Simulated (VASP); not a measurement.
# Ge: single point with PBEsol

The system is Ge.

```xyz
1
Lattice="1.3273 -2.4705 0.0000 1.3273 2.4705 0.0000 0.0000 0.0000 2.5633" Properties=species:S:1:pos:R:3 pbc="T T T"
Ge    1.3273    0.0000    0.0000
```

This cell differs from its parent crystal: strain -0.050 along x and y, -0.050 along z.

```yaml
Program: VASP 6.6.1
Task: single point
Functional: PBEsol
Potentials_or_basis: VASP PAW PBE potentials, release 64 (Ge_d)
Cutoff: 520 eV
k_mesh: 20 × 20 × 18
Occupations: gaussian, width 0.15 eV
Spin: no spin polarisation
```

* Pressure: 8.7 GPa
* Band gap on the k mesh: zero (band 7 reaches 15.54 eV, above the bottom of band 8 at 4.28 eV)

Stress tensor (GPa, compression positive):
```
11.00  0.00  0.00
 0.00  6.60  0.00
 0.00  0.00  8.61
```

Levels at points of the mesh, in eV from the Fermi level:
```csv
k point,band 4,band 5,band 6,band 7,band 8,band 9,band 10,band 11
"(0.00, 0.00, 0.00)",-24.55,-24.53,-14.28,7.45,8.21,10.00,10.80,13.46
"(0.50, 0.00, 0.00)",-24.56,-24.55,-8.17,-6.34,3.78,7.86,12.27,17.44
"(0.50, 0.50, 0.00)",-24.56,-24.54,-9.18,-6.60,5.82,9.75,11.45,17.11
"(0.00, 0.00, 0.50)",-24.63,-24.59,-9.72,-6.81,11.77,13.60,17.35,17.44
"(0.50, 0.00, 0.50)",-24.55,-24.42,-3.05,-2.74,-2.00,3.26,7.28,12.86
"(0.50, 0.50, 0.50)",-24.55,-24.45,-4.20,-2.95,-2.75,2.82,9.36,14.94
```

It took 83 s on 1 thread of Intel Xeon 6975P-C, with other jobs on the host, peak memory 0.32 GiB.

Caveat: the cell differs from its parent crystal (strain -0.050 along x and y, -0.050 along z); the PAW data sets were made with another functional, which shifts forces and pressure a little.
